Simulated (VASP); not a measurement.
# CaF2 (Fluorite) (Fm-3m) in VASP: single point with PBE

Aim: the single point of CaF2 (Fluorite) with PBE.

Program: VASP 6.6.1. These are calculated values, not measurements. Logs are shortened: lines on timing, memory, paths and dates and some standing lists are left out, and cuts for length are marked.

## 1. The cell of the first run

Symmetry: Fm-3m, No. 225, cubic system. The conventional cell has a = 5.462 Å, b = 5.462 Å, c = 5.462 Å, α = 90.00°, β = 90.00°, γ = 90.00°. Ca (site symmetry m-3m) has 8 F at 2.37 Å within 3.1 Å. Within 3.1 Å of F (site symmetry -43m) lie 4 Ca at 2.37 Å and 6 F at 2.73 Å.

## 2. Single point, PBE

File INCAR:

```
ALGO = Normal ; EDIFF = 1E-6
ENCUT = 600 ; GGA = PE
GGA_COMPAT = F ; ISIF = 2
ISMEAR = -1 ; LASPH = T
LCHARG = F ; LREAL = F
LWAVE = F ; NBANDS = 19
NELM = 120 ; PREC = Accurate
SIGMA = 0.0272
```

File KPOINTS:

```
k-points
0
Gamma
  7 7 7
```

File POSCAR:

```
CaF2
1.0
    0.0000000000      2.7310000000      2.7310000000
    2.7310000000      0.0000000000      2.7310000000
    2.7310000000      2.7310000000      0.0000000000
Ca F
1 2
Direct
    0.0000000000      0.0000000000      0.0000000000
    0.2500000000      0.2500000000      0.2500000000
    0.7500000000      0.7500000000      0.7500000000
```

Potentials or basis: VASP PAW PBE potentials, release 64 (Ca_sv, F).

The run is started by

```console
$ cat potpaw_PBE.64/Ca_sv/POTCAR potpaw_PBE.64/F/POTCAR > POTCAR
$ mpirun -np 1 vasp_std > vasp.out
```

OUTCAR:

```text
EDIFF = 1E-6
   ENCUT = 600
   GGA = PE
   ISIF = 2
   ISMEAR = -1
   LASPH = T
   LREAL = F
   NELM = 120
   PREC = Accurate

 ion  position               nearest neighbor table
   1  0.000  0.000  0.000-   3 2.37   3 2.37   3 2.37   2 2.37   3 2.37   2 2.37   2 2.37   2 2.37

   2  0.250  0.250  0.250-   1 2.37   1 2.37   1 2.37   1 2.37
   3  0.750  0.750  0.750-   1 2.37   1 2.37   1 2.37   1 2.37

  LATTYP: Found a face centered cubic cell.
 ALAT       =     5.4620000000

  Lattice vectors:

 A1 = (   0.0000000000,   2.7310000000,   2.7310000000)
 A2 = (   2.7310000000,   0.0000000000,   2.7310000000)
 A3 = (   2.7310000000,   2.7310000000,   0.0000000000)

Analysis of symmetry for initial positions (statically):
=====================================================================
 Subroutine PRICEL returns:
 Original cell was already a primitive cell.

 Routine SETGRP: Setting up the symmetry group for a
 face centered cubic supercell.

 Subroutine GETGRP returns: Found 48 space group operations
 (whereof 48 operations were pure point group operations)
 out of a pool of 48 trial point group operations.

The static configuration has the point symmetry O_h .

Analysis of symmetry for dynamics (positions and initial velocities):
=====================================================================
 Subroutine PRICEL returns:
 Original cell was already a primitive cell.

 Routine SETGRP: Setting up the symmetry group for a
 face centered cubic supercell.

 Subroutine GETGRP returns: Found 48 space group operations
 (whereof 48 operations were pure point group operations)
 out of a pool of 48 trial point group operations.

The dynamic configuration has the point symmetry O_h .

 Subroutine INISYM returns: Found 48 space group operations
 (whereof 48 operations are pure point group operations),
 and found     1 'primitive' translations

----------------------------------------------------------------------------------------

                                     Primitive cell

  volume of cell :      40.7376

  direct lattice vectors                    reciprocal lattice vectors
     0.000000000  2.731000000  2.731000000    -0.183083120  0.183083120  0.183083120
     2.731000000  0.000000000  2.731000000     0.183083120 -0.183083120  0.183083120
     2.731000000  2.731000000  0.000000000     0.183083120  0.183083120 -0.183083120

  length of vectors
     3.862217239  3.862217239  3.862217239     0.317109265  0.317109265  0.317109265

  position of ions in fractional coordinates (direct lattice)
     0.000000000  0.000000000  0.000000000
     0.250000000  0.250000000  0.250000000
     0.750000000  0.750000000  0.750000000

  ion indices of the primitive-cell ions
   primitive index   ion index
                 1           1
                 2           2
                 3           3

----------------------------------------------------------------------------------------

 KPOINTS: k-points

Automatic generation of k-mesh.
 Grid dimensions read from file:
 generate k-points for:    7    7    7

 Generating k-lattice:

  Cartesian coordinates                     Fractional coordinates (reciprocal lattice)
    -0.026154731  0.026154731  0.026154731     0.142857143  0.000000000  0.000000000
     0.026154731 -0.026154731  0.026154731     0.000000000  0.142857143  0.000000000
     0.026154731  0.026154731 -0.026154731     0.000000000  0.000000000  0.142857143

  Length of vectors
     0.045301324  0.045301324  0.045301324

  Shift w.r.t. Gamma in fractional coordinates (k-lattice)
     0.000000000  0.000000000  0.000000000

 Subroutine IBZKPT returns following result:
 ===========================================

 Found     20 irreducible k-points:

 Following reciprocal coordinates:
            Coordinates               Weight
  0.000000  0.000000  0.000000      1.000000
  0.142857  0.000000  0.000000      8.000000
  0.285714  0.000000  0.000000      8.000000
  0.428571  0.000000  0.000000      8.000000
  0.142857  0.142857  0.000000      6.000000
  0.285714  0.142857  0.000000     24.000000
[... 12 lines left out ...]
 -0.428571  0.428571  0.142857     24.000000
 -0.285714  0.428571  0.142857     24.000000
   k-points           NKPTS =     20   k-points in BZ     NKDIM =     20   number of bands    NBANDS=     19
   number of dos      NEDOS =    301   number of ions     NIONS =      3
   total plane-waves  NPLWV =  32768
   dimension x,y,z NGX =    32 NGY =   32 NGZ =   32
   dimension x,y,z NGXF=    64 NGYF=   64 NGZF=   64
   ions per type =               1   2
   NGX,Y,Z   is equivalent  to a cutoff of  13.77, 13.77, 13.77 a.u.
   NGXF,Y,Z  is equivalent  to a cutoff of  27.55, 27.55, 27.55 a.u.
 SYSTEM =  unknown system
   PREC   = accura    normal or accurate (medium, high low for compatibility)
   ISTART =      0    job   : 0-new  1-cont  2-samecut
   ICHARG =      2    charge: 1-file 2-atom 10-const
   ISPIN  =      1    spin polarized calculation?
   LNONCOLLINEAR =      F non collinear calculations
   LSORBIT =      F    spin-orbit coupling
   LASPH  =      T    aspherical Exc in radial PAW
   ENCUT  =  600.0 eV  44.10 Ry    6.64 a.u.   7.71  7.71  7.71*2*pi/ulx,y,z
   NELM   =    120;   NELMIN=  2; NELMDL= -5     # of ELM steps
   EDIFF  = 0.1E-05   stopping-criterion for ELM
   LREAL  =      F    real-space projection
   EDIFFG = 0.1E-04   stopping-criterion for IOM
   NSW    =      0    number of steps for IOM
   IBRION =     -1    ionic relax: 0-MD 1-quasi-New 2-CG
   NFREE  =      0    steps in history (QN), initial steepest desc. (CG)
   ISIF   =      2    stress and relaxation
   ISYM   =      2    0-nonsym 1-usesym 2-fastsym
   POTIM  = 0.5000    time-step for ionic-motion
   TEBEG  =    0.0;   TEEND  =   0.0 temperature during run
   PSTRESS=    0.0 pullay stress
   NELECT =      24.0000    total number of electrons
   NUPDOWN=      -1.0000    fix difference up-down
   EMIN   =  10.00;   EMAX   =-10.00  energy-range for DOS
   EFERMI =   0.00;   METHOD = LEGACY
   ISMEAR =    -1;   SIGMA  =   0.03  broadening in eV -4-tet -1-fermi 0-gaus
   EFERMI_NEDOS =   21; number of points for ismear=-14 and -15
   IALGO  =     38    algorithm
   IMIX   =      4    mixing-type and parameters
     AMIX     =   0.40;   BMIX     =  1.00
     AMIX_MAG =   1.60;   BMIX_MAG =  1.00
  volume/ion in A,a.u.               =      13.58        91.64
  Fermi-wavevector in a.u.,A,eV,Ry     =   1.372398  2.593457 25.626266  1.883477
  Thomas-Fermi vector in A             =   2.498009
   LORBIT       =      0    0 simple, 1 ext, 2 COOP (PROOUT), +10 PAW based schemes
   GGA     = PE    functional components
   LHFCALC =     F    Hartree Fock is set to
   AEXX    =    0.0000 exact exchange contribution
   IVDW    =     0    specifies the selected vdW correction
   LEPSILON=     F    determine dielectric tensor
   LRPA    =     F    only Hartree local field effects (RPA)
 non-spin polarized calculation
  energy-cutoff  :      600.00
  volume of cell :       40.74
 maximum number of plane-waves:      1374
   NGX = 15   NGY = 15   NGZ = 15

 number of electron      23.9999989 magnetization

 Free energy of the ion-electron system (eV)
  ---------------------------------------------------
  ext. energy  EPLUGINS =         0.00000000
  ---------------------------------------------------
  free energy    TOTEN  =       -17.33337879 eV

  energy without entropy =      -17.33337879  energy(sigma->0) =      -17.33337879

 E-fermi :  -0.3962     XC(G=0):  -9.6313

 val. band max:       -1.0020808772   @ k =  -0.4286   0.4286   0.0000
 cond. band min:       6.3085394663   @ k =   0.0000   0.0000   0.0000
 fundamental gap:      7.3106203435
 Fermi energy:        -0.3962314661

 k-point     1 :       0.0000    0.0000    0.0000
  band No.  band energies     occupation
      1     -36.9955      2.00000
      2     -20.9064      2.00000
      3     -20.1348      2.00000
      4     -17.9347      2.00000
      5     -17.9347      2.00000
      6     -17.9347      2.00000
[... 11 lines left out ...]
     18      10.2559      0.00000
     19      15.9781      0.00000

 k-point     2 :       0.1429    0.0000    0.0000
  band No.  band energies     occupation
      1     -36.9892      2.00000
      2     -20.9558      2.00000
      3     -20.1869      2.00000
      4     -17.9427      2.00000
      5     -17.9427      2.00000
      6     -17.8465      2.00000
[... 11 lines left out ...]
     18      10.2047      0.00000
     19      15.0855      0.00000

 k-point     3 :       0.2857    0.0000    0.0000
  band No.  band energies     occupation
      1     -36.9750      2.00000
      2     -21.0247      2.00000
      3     -20.3500      2.00000
      4     -17.9603      2.00000
      5     -17.9603      2.00000
      6     -17.6387      2.00000
[... 11 lines left out ...]
     18      10.0898      0.00000
     19      13.6462      0.00000

 k-point     4 :       0.4286    0.0000    0.0000
  band No.  band energies     occupation
      1     -36.9637      2.00000
      2     -21.0325      2.00000
      3     -20.5282      2.00000
      4     -17.9744      2.00000
      5     -17.9744      2.00000
      6     -17.4670      2.00000
[... 11 lines left out ...]
     18       9.9981      0.00000
     19      12.8215      0.00000

 k-point     5 :       0.1429    0.1429    0.0000
  band No.  band energies     occupation
      1     -36.9871      2.00000
      2     -20.9778      2.00000
      3     -20.1938      2.00000
      4     -17.9544      2.00000
      5     -17.9544      2.00000
      6     -17.8034      2.00000
[... 11 lines left out ...]
     18      10.1731      0.00000
     19      15.5599      0.00000

 k-point     6 :       0.2857    0.1429    0.0000
  band No.  band energies     occupation
      1     -36.9756      2.00000
      2     -21.0431      2.00000
      3     -20.3137      2.00000
      4     -17.9745      2.00000
      5     -17.9422      2.00000
      6     -17.6586      2.00000
[... 11 lines left out ...]
     18      10.1490      0.00000
     19      14.4718      0.00000

 k-point     7 :       0.4286    0.1429    0.0000
  band No.  band energies     occupation
      1     -36.9633      2.00000
      2     -21.0403      2.00000
      3     -20.5289      2.00000
      4     -17.9877      2.00000
      5     -17.8997      2.00000
      6     -17.5211      2.00000
[... 11 lines left out ...]
     18      10.4918      0.00000
     19      13.3313      0.00000

 k-point     8 :      -0.4286    0.1429    0.0000
  band No.  band energies     occupation
      1     -36.9595      2.00000
      2     -20.9938      2.00000
      3     -20.6473      2.00000
      4     -17.9843      2.00000
      5     -17.8766      2.00000
      6     -17.4887      2.00000
[... 168 lines left out ...]
 k-point    16 :      -0.4286    0.4286    0.0000
  band No.  band energies     occupation
      1     -36.9511      2.00000
      2     -21.1730      2.00000
      3     -20.5358      2.00000
      4     -18.0317      2.00000
      5     -17.9505      2.00000
      6     -17.3263      2.00000
[... 11 lines left out ...]
     18      12.8665      0.00000
     19      13.6785      0.00000

 k-point    17 :       0.4286    0.2857    0.1429
  band No.  band energies     occupation
      1     -36.9650      2.00000
      2     -21.0659      2.00000
      3     -20.4677      2.00000
      4     -17.9888      2.00000
      5     -17.8849      2.00000
      6     -17.5644      2.00000
[... 11 lines left out ...]
     18      10.4559      0.00000
     19      14.3733      0.00000

 k-point    18 :      -0.4286    0.2857    0.1429
  band No.  band energies     occupation
      1     -36.9565      2.00000
      2     -20.9859      2.00000
      3     -20.7048      2.00000
      4     -18.0060      2.00000
      5     -17.7618      2.00000
      6     -17.5417      2.00000
[... 11 lines left out ...]
     18      11.5537      0.00000
     19      13.6308      0.00000

 k-point    19 :      -0.4286    0.4286    0.1429
  band No.  band energies     occupation
      1     -36.9528      2.00000
      2     -21.1071      2.00000
      3     -20.6054      2.00000
      4     -18.0334      2.00000
      5     -17.8585      2.00000
      6     -17.4078      2.00000
[... 11 lines left out ...]
     18      12.1650      0.00000
     19      14.4848      0.00000

 k-point    20 :      -0.2857    0.4286    0.1429
  band No.  band energies     occupation
      1     -36.9518      2.00000
      2     -20.9448      2.00000
      3     -20.8174      2.00000
      4     -18.0308      2.00000
      5     -17.6839      2.00000
      6     -17.5378      2.00000
[... 11 lines left out ...]
     18      13.0217      0.00000
     19      14.3253      0.00000

------------------------ aborting loop because EDIFF is reached ----------------------------------------

  FORCE on cell =-STRESS in cart. coord.  units (eV):
  Direction    XX          YY          ZZ          XY          YZ          ZX
  --------------------------------------------------------------------------------------
  -------------------------------------------------------------------------------------
  Total        0.6184904      0.6184904      0.6184904     -0.0000000      0.0000000     -0.0000000
  in kB       24.3247527     24.3247527     24.3247527     -0.0000000      0.0000000     -0.0000000
  external PRESSURE =      24.3247527 kB  Pullay stress =       0.0000000 kB

 VOLUME and BASIS-vectors are now :
 -----------------------------------------------------------------------------
  energy-cutoff  :      600.00
  volume of cell :       40.74
      direct lattice vectors                 reciprocal lattice vectors
     0.000000000  2.731000000  2.731000000    -0.183083120  0.183083120  0.183083120
     2.731000000  0.000000000  2.731000000     0.183083120 -0.183083120  0.183083120
     2.731000000  2.731000000  0.000000000     0.183083120  0.183083120 -0.183083120

 POSITION                                       TOTAL-FORCE (eV/Angst)
 -----------------------------------------------------------------------------------
      0.00000      0.00000      0.00000        -0.000000     -0.000000     -0.000000
      1.36550      1.36550      1.36550        -0.000000     -0.000000     -0.000000
      4.09650      4.09650      4.09650         0.000000      0.000000      0.000000
 -----------------------------------------------------------------------------------
    total drift:                                0.000000     -0.000000      0.000000

  FREE ENERGIE OF THE ION-ELECTRON SYSTEM (eV)
  ---------------------------------------------------
  free  energy   TOTEN  =       -17.3333787906 eV

  energy  without entropy=      -17.3333787906  energy(sigma->0) =      -17.33337879
```

Run time: 8 s. Hardware: 1 thread of Intel Xeon 6975P-C (Granite Rapids), shared host; peak memory 0.17 GiB.

What came out:

- Free energy: -17.3334 eV
- Pressure: 2.4 GPa
- Band gap on the k mesh: 7.31 eV, indirect (least direct gap 7.54 eV)

Levels at points of the mesh, in eV from the valence-band top:
```
           k point  band 8  band 9  band 10  band 11  band 12  band 13  band 14  band 15  band 16  band 17
(0.00, 0.00, 0.00)   -2.08   -2.08    -0.23    -0.23    -0.23     7.31     9.20     9.20    11.26    11.26
```
